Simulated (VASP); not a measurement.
Write the native input for VASP 6.6.1 that does the following.

```
Task                   : single point
Functional             : PBEsol
Potentials or basis    : VASP PAW PBE potentials, release 64 (Be)
Cutoff                 : 520 eV
k mesh                 : 5 × 4 × 1
Occupations            : gaussian, width 0.05 eV
Spin                   : no spin polarisation
Dipole correction      : no
Further INCAR settings : LREAL = Auto; ALGO = Normal; EDIFF = 1e-06; NBANDS = 34
```

The structure of Be lies in POSCAR:

```
Be
1.0
    4.5800000000      0.0000000000      0.0000000000
    3.4350000000      5.9495950000      0.0000000000
    0.0000000000      0.0000000000     15.5884300000
Be
19
Direct
    0.0000000000      0.0000000000      0.0641501000
    0.5000000000      0.0000000000      0.0641501000
    0.0000000000      0.3333333000      0.0641501000
    0.5000000000      0.3333333000      0.0641501000
    0.0000000000      0.6666667000      0.0641501000
    0.5000000000      0.6666667000      0.0641501000
   -0.1714580358      0.2260047126      0.1811529148
    0.3356725108      0.2218777352      0.1835471887
   -0.1629169483      0.5538154250      0.1794954530
    0.3328879265      0.5534365114      0.1778240318
   -0.1662465908      0.8886774729      0.1797499967
    0.3304578236      0.8926092046      0.1798274503
   -0.0147122189      0.0158036331      0.2922911445
    0.5021455763     -0.0061243578      0.3068592938
    0.0000277797      0.3336476272      0.2979609752
    0.4908047794      0.3438035198      0.3024777789
   -0.0019861121      0.6606234357      0.2903676184
    0.5096209077      0.6610411425      0.2902550916
    0.1651421514     -0.2171024322      0.3863117890
```

The input as run:

INCAR

```
SYSTEM = Be
PREC     = Accurate       ! precision mode
ENCUT    = 520            ! plane-wave cutoff, eV
EDIFF    = 1E-6           ! SCF threshold, eV
ISMEAR   = 0              ! smearing method
SIGMA    = 0.05           ! smearing width, eV
LREAL    = Auto         
LASPH    = .True.         ! aspherical terms in the spheres
NELM     = 60             ! most SCF steps
ALGO     = Normal         ! electronic algorithm
ISIF     = 2              ! what is computed and relaxed
LWAVE    = .False.        ! write WAVECAR
LCHARG   = .False.        ! write CHGCAR
GGA      = PS             ! functional
NBANDS   = 34             ! bands
```

KPOINTS

```
regular mesh
0
Gamma
  5 4 1
  0 0 0
```

Potentials or basis: VASP PAW PBE potentials, release 64 (Be).

Command:

```bash
$ cat potpaw_PBE.64/Be/POTCAR > POTCAR
$ mpirun -np 1 vasp_std > vasp.out
```

Results of the run:

```
Largest force          : 0.141 eV/Å
Band gap on the k mesh : zero (band 19 reaches -0.34 eV, above the bottom of band 20 at -1.02 eV)
```

Caveat: the PAW data sets were made with another functional, which shifts forces and pressure a little.

It took 2.7 min on 1 thread of Intel(R) Xeon(R) 6975P-C (Granite Rapids), with other jobs on the host, peak memory 0.51 GiB.
